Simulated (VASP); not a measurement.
# SnSe (rocksalt type) (Fm-3m) in VASP: further runs

Runs on SnSe (rocksalt type). Level: r2SCAN. Tasks: single point, relaxation of cell and atoms.

Program: VASP 6.6.1. These are calculated values, not measurements. Logs are shortened: lines on timing, memory, paths and dates and some standing lists are left out, and cuts for length are marked.

## 1. The cell of the first run

The structure is cubic, space group Fm-3m (No. 225). The conventional cell has a = 6.019 Å, b = 6.019 Å, c = 6.019 Å, α = 90.00°, β = 90.00°, γ = 90.00°. Within 4.0 Å of Sn (site symmetry m-3m) lie 6 Se at 3.01 Å. Se (site symmetry m-3m) has 6 Sn at 3.01 Å within 4.0 Å.

## 2. Single point, r2SCAN (27.26 Å³/atom)

File POSCAR:

```
SnSe
1.0
    0.0000000000      3.0094532672      3.0094532672
    3.0094532672      0.0000000000      3.0094532672
    3.0094532672      3.0094532672      0.0000000000
Sn Se
1 1
Direct
    0.0000000000      0.0000000000      0.0000000000
    0.5000000000      0.5000000000      0.5000000000
```

File INCAR.step1:

```
  PREC = Accurate
  ENCUT = 520
  ISMEAR = -1
  SIGMA = 0.1
  LREAL = False
  LASPH = True
  NELM = 100
  NBANDS = 17
  GGA = PE
  ALGO = Normal
  EDIFF = 1E-4
  LWAVE = True
  LCHARG = False
```

File INCAR.step2:

```
  PREC = Accurate
  ENCUT = 520
  EDIFF = 1E-6
  ISMEAR = -1
  SIGMA = 0.1
  LREAL = False
  LASPH = True
  NELM = 100
  ALGO = Normal
  ISIF = 2
  LWAVE = False
  LCHARG = False
  METAGGA = R2SCAN
  LMIXTAU = True
  NBANDS = 17
  ISTART = 1
```

File KPOINTS:

```
regular mesh
0
Gamma
  12 12 12
```

Potentials or basis: VASP PAW PBE potentials, release 64 (Sn_d, Se).

Launch:

```bash
$ cat potpaw_PBE.64/Sn_d/POTCAR potpaw_PBE.64/Se/POTCAR > POTCAR
$ cp INCAR.step1 INCAR
$ mpirun -np 1 vasp_std > vasp.out
$ cp INCAR.step2 INCAR
$ mpirun -np 1 vasp_std > vasp.out
```

OUTCAR:

```text
PREC = Accurate
   ENCUT = 520
   EDIFF = 1E-6
   ISMEAR = -1
   LREAL = False
   LASPH = True
   NELM = 100
   ISIF = 2
   METAGGA = R2SCAN
   ISTART = 1

 ion  position               nearest neighbor table
   1  0.000  0.000  0.000-   2 3.01   2 3.01   2 3.01   2 3.01   2 3.01   2 3.01
   2  0.500  0.500  0.500-   1 3.01   1 3.01   1 3.01   1 3.01   1 3.01   1 3.01

  LATTYP: Found a face centered cubic cell.
 ALAT       =     6.0189065344

  Lattice vectors:

 A1 = (   0.0000000000,   3.0094532672,   3.0094532672)
 A2 = (   3.0094532672,   0.0000000000,   3.0094532672)
 A3 = (   3.0094532672,   3.0094532672,   0.0000000000)

Analysis of symmetry for initial positions (statically):
=====================================================================
 Subroutine PRICEL returns:
 Original cell was already a primitive cell.

 Routine SETGRP: Setting up the symmetry group for a
 face centered cubic supercell.

 Subroutine GETGRP returns: Found 48 space group operations
 (whereof 48 operations were pure point group operations)
 out of a pool of 48 trial point group operations.

The static configuration has the point symmetry O_h .

Analysis of symmetry for dynamics (positions and initial velocities):
=====================================================================
 Subroutine PRICEL returns:
 Original cell was already a primitive cell.

 Routine SETGRP: Setting up the symmetry group for a
 face centered cubic supercell.

 Subroutine GETGRP returns: Found 48 space group operations
 (whereof 48 operations were pure point group operations)
 out of a pool of 48 trial point group operations.

The dynamic configuration has the point symmetry O_h .

 Subroutine INISYM returns: Found 48 space group operations
 (whereof 48 operations are pure point group operations),
 and found     1 'primitive' translations

----------------------------------------------------------------------------------------

                                     Primitive cell

  volume of cell :      54.5121

  direct lattice vectors                    reciprocal lattice vectors
     0.000000000  3.009453267  3.009453267    -0.166143135  0.166143135  0.166143135
     3.009453267  0.000000000  3.009453267     0.166143135 -0.166143135  0.166143135
     3.009453267  3.009453267  0.000000000     0.166143135  0.166143135 -0.166143135

  length of vectors
     4.256009626  4.256009626  4.256009626     0.287768351  0.287768351  0.287768351

  position of ions in fractional coordinates (direct lattice)
     0.000000000  0.000000000  0.000000000
     0.500000000  0.500000000  0.500000000

  ion indices of the primitive-cell ions
   primitive index   ion index
                 1           1
                 2           2

----------------------------------------------------------------------------------------

 KPOINTS: regular mesh

Automatic generation of k-mesh.
 Grid dimensions read from file:
 generate k-points for:   12   12   12

 Generating k-lattice:

  Cartesian coordinates                     Fractional coordinates (reciprocal lattice)
    -0.013845261  0.013845261  0.013845261     0.083333333  0.000000000  0.000000000
     0.013845261 -0.013845261  0.013845261     0.000000000  0.083333333  0.000000000
     0.013845261  0.013845261 -0.013845261     0.000000000  0.000000000  0.083333333

  Length of vectors
     0.023980696  0.023980696  0.023980696

  Shift w.r.t. Gamma in fractional coordinates (k-lattice)
     0.000000000  0.000000000  0.000000000

 Subroutine IBZKPT returns following result:
 ===========================================

 Found     72 irreducible k-points:

 Following reciprocal coordinates:
            Coordinates               Weight
  0.000000  0.000000  0.000000      1.000000
  0.083333  0.000000  0.000000      8.000000
  0.166667  0.000000  0.000000      8.000000
  0.250000  0.000000  0.000000      8.000000
  0.333333  0.000000  0.000000      8.000000
  0.416667  0.000000  0.000000      8.000000
[... 16 lines left out ...]
  0.500000  0.166667  0.000000     24.000000
 -0.416667  0.166667  0.000000     24.000000
 [... further k-points ...]
   k-points           NKPTS =     72   k-points in BZ     NKDIM =     72   number of bands    NBANDS=     17
   number of dos      NEDOS =    301   number of ions     NIONS =      2
   total plane-waves  NPLWV =  32768
   dimension x,y,z NGX =    32 NGY =   32 NGZ =   32
   dimension x,y,z NGXF=    64 NGYF=   64 NGZF=   64
   ions per type =               1   1
   NGX,Y,Z   is equivalent  to a cutoff of  12.50, 12.50, 12.50 a.u.
   NGXF,Y,Z  is equivalent  to a cutoff of  25.00, 25.00, 25.00 a.u.
 SYSTEM =  unknown system
   PREC   = accura    normal or accurate (medium, high low for compatibility)
   ISTART =      1    job   : 0-new  1-cont  2-samecut
   ICHARG =      0    charge: 1-file 2-atom 10-const
   ISPIN  =      1    spin polarized calculation?
   LNONCOLLINEAR =      F non collinear calculations
   LSORBIT =      F    spin-orbit coupling
   LASPH  =      T    aspherical Exc in radial PAW
   ENCUT  =  520.0 eV  38.22 Ry    6.18 a.u.   7.91  7.91  7.91*2*pi/ulx,y,z
   NELM   =    100;   NELMIN=  2; NELMDL=  0     # of ELM steps
   EDIFF  = 0.1E-05   stopping-criterion for ELM
   LREAL  =      F    real-space projection
   EDIFFG = 0.1E-04   stopping-criterion for IOM
   NSW    =      0    number of steps for IOM
   IBRION =     -1    ionic relax: 0-MD 1-quasi-New 2-CG
   NFREE  =      0    steps in history (QN), initial steepest desc. (CG)
   ISIF   =      2    stress and relaxation
   ISYM   =      2    0-nonsym 1-usesym 2-fastsym
   POTIM  = 0.5000    time-step for ionic-motion
   TEBEG  =    0.0;   TEEND  =   0.0 temperature during run
   PSTRESS=    0.0 pullay stress
   NELECT =      20.0000    total number of electrons
   NUPDOWN=      -1.0000    fix difference up-down
   EMIN   =  10.00;   EMAX   =-10.00  energy-range for DOS
   EFERMI =   0.00;   METHOD = LEGACY
   ISMEAR =    -1;   SIGMA  =   0.10  broadening in eV -4-tet -1-fermi 0-gaus
   EFERMI_NEDOS =   21; number of points for ismear=-14 and -15
   IALGO  =     38    algorithm
   IMIX   =      4    mixing-type and parameters
     AMIX     =   0.40;   BMIX     =  1.00
     AMIX_MAG =   1.60;   BMIX_MAG =  1.00
  volume/ion in A,a.u.               =      27.26       183.93
  Fermi-wavevector in a.u.,A,eV,Ry     =   1.171981  2.214723 18.688138  1.373539
  Thomas-Fermi vector in A             =   2.308417
   LORBIT       =      0    0 simple, 1 ext, 2 COOP (PROOUT), +10 PAW based schemes
   METAGGA = R2SCAN    functional components
   LHFCALC =     F    Hartree Fock is set to
   AEXX    =    0.0000 exact exchange contribution
   IVDW    =     0    specifies the selected vdW correction
   LEPSILON=     F    determine dielectric tensor
   LRPA    =     F    only Hartree local field effects (RPA)
 non-spin polarized calculation
  energy-cutoff  :      520.00
  volume of cell :       54.51
 maximum number of plane-waves:      1484
   NGX = 15   NGY = 15   NGZ = 15

 number of electron      20.0000005 magnetization

 Free energy of the ion-electron system (eV)
  ---------------------------------------------------
  ext. energy  EPLUGINS =         0.00000000
  ---------------------------------------------------
  free energy    TOTEN  =       -39.87389622 eV

  energy without entropy =      -39.87131787  energy(sigma->0) =      -39.87260704

 E-fermi :   5.8357     XC(G=0): -10.1897

 val. band max:        5.7174403822   @ k =   0.5000   0.0000   0.0000
 cond. band min:       6.0854303427   @ k =  -0.4167   0.0833   0.0000
 fundamental gap:      0.3679899605
 Fermi energy:         5.8357158953

 k-point     1 :       0.0000    0.0000    0.0000
  band No.  band energies     occupation
      1     -16.8313      2.00000
      2     -16.8313      2.00000
      3     -16.8292      2.00000
      4     -16.8292      2.00000
      5     -16.8292      2.00000
      6      -9.0082      2.00000
[... 9 lines left out ...]
     16      11.7572      0.00000
     17      14.0329      0.00000

 k-point     2 :       0.0833    0.0000    0.0000
  band No.  band energies     occupation
      1     -16.8318      2.00000
      2     -16.8318      2.00000
      3     -16.8290      2.00000
      4     -16.8285      2.00000
      5     -16.8285      2.00000
      6      -8.9568      2.00000
[... 9 lines left out ...]
     16      11.9357      0.00000
     17      14.5576      0.00000

 k-point     3 :       0.1667    0.0000    0.0000
  band No.  band energies     occupation
      1     -16.8333      2.00000
      2     -16.8333      2.00000
      3     -16.8285      2.00000
      4     -16.8262      2.00000
      5     -16.8262      2.00000
      6      -8.8090      2.00000
[... 9 lines left out ...]
     16      12.4035      0.00000
     17      15.7996      0.00000

 k-point     4 :       0.2500    0.0000    0.0000
  band No.  band energies     occupation
      1     -16.8355      2.00000
      2     -16.8355      2.00000
      3     -16.8279      2.00000
      4     -16.8229      2.00000
      5     -16.8229      2.00000
      6      -8.5865      2.00000
[... 9 lines left out ...]
     16      13.1289      0.00000
     17      17.3843      0.00000
[... 343 lines left out ...]
      1     -16.8450      2.00000
      2     -16.8335      2.00000
      3     -16.8282      2.00000
      4     -16.8195      2.00000
      5     -16.8162      2.00000
      6      -8.1263      2.00000
[... 9 lines left out ...]
     16      16.0946      0.00000
     17      17.0451      0.00000

 k-point    23 :       0.5000    0.1667    0.0000
  band No.  band energies     occupation
      1     -16.8452      2.00000
      2     -16.8355      2.00000
      3     -16.8261      2.00000
      4     -16.8189      2.00000
      5     -16.8154      2.00000
      6      -7.9665      2.00000
[... 9 lines left out ...]
     16      16.4197      0.00000
     17      16.8088      0.00000

 k-point    24 :      -0.4167    0.1667    0.0000
  band No.  band energies     occupation
      1     -16.8439      2.00000
      2     -16.8369      2.00000
      3     -16.8249      2.00000
      4     -16.8187      2.00000
      5     -16.8164      2.00000
      6      -7.9426      2.00000
[... 9 lines left out ...]
     16      15.1796      0.00000
     17      17.6490      0.00000

 [... further k-points ...]

------------------------ aborting loop because EDIFF is reached ----------------------------------------

  FORCE on cell =-STRESS in cart. coord.  units (eV):
  Direction    XX          YY          ZZ          XY          YZ          ZX
  --------------------------------------------------------------------------------------
  -------------------------------------------------------------------------------------
  Total        0.0102284      0.0102284      0.0102284      0.0000000     -0.0000000      0.0000000
  in kB        0.3006238      0.3006238      0.3006238      0.0000000     -0.0000000      0.0000000
  external PRESSURE =       0.3006238 kB  Pullay stress =       0.0000000 kB

 VOLUME and BASIS-vectors are now :
 -----------------------------------------------------------------------------
  energy-cutoff  :      520.00
  volume of cell :       54.51
      direct lattice vectors                 reciprocal lattice vectors
     0.000000000  3.009453267  3.009453267    -0.166143135  0.166143135  0.166143135
     3.009453267  0.000000000  3.009453267     0.166143135 -0.166143135  0.166143135
     3.009453267  3.009453267  0.000000000     0.166143135  0.166143135 -0.166143135

 POSITION                                       TOTAL-FORCE (eV/Angst)
 -----------------------------------------------------------------------------------
      0.00000      0.00000      0.00000        -0.000000      0.000000      0.000000
      3.00945      3.00945      3.00945         0.000000     -0.000000     -0.000000
 -----------------------------------------------------------------------------------
    total drift:                                0.000000     -0.000000     -0.000000

  FREE ENERGIE OF THE ION-ELECTRON SYSTEM (eV)
  ---------------------------------------------------
  free  energy   TOTEN  =       -39.8738962178 eV

  energy  without entropy=      -39.8713178697  energy(sigma->0) =      -39.87260704
```

Wall time 57 s (1 thread of Intel Xeon 6975P-C (Granite Rapids), shared host); peak memory 0.23 GiB.

What came out:

* Free energy: -39.8739 eV
* Pressure: 0.0 GPa
* Band gap on the k mesh: 0.37 eV (least direct gap 0.46 eV)

Caveat: semilocal functionals underestimate gaps, and a narrow one can read as zero; the PAW data sets were made with another functional, which shifts forces and pressure a little; spin-orbit coupling is left out, which moves the levels of the heavy elements.

(Continued in part 2 of 2.)
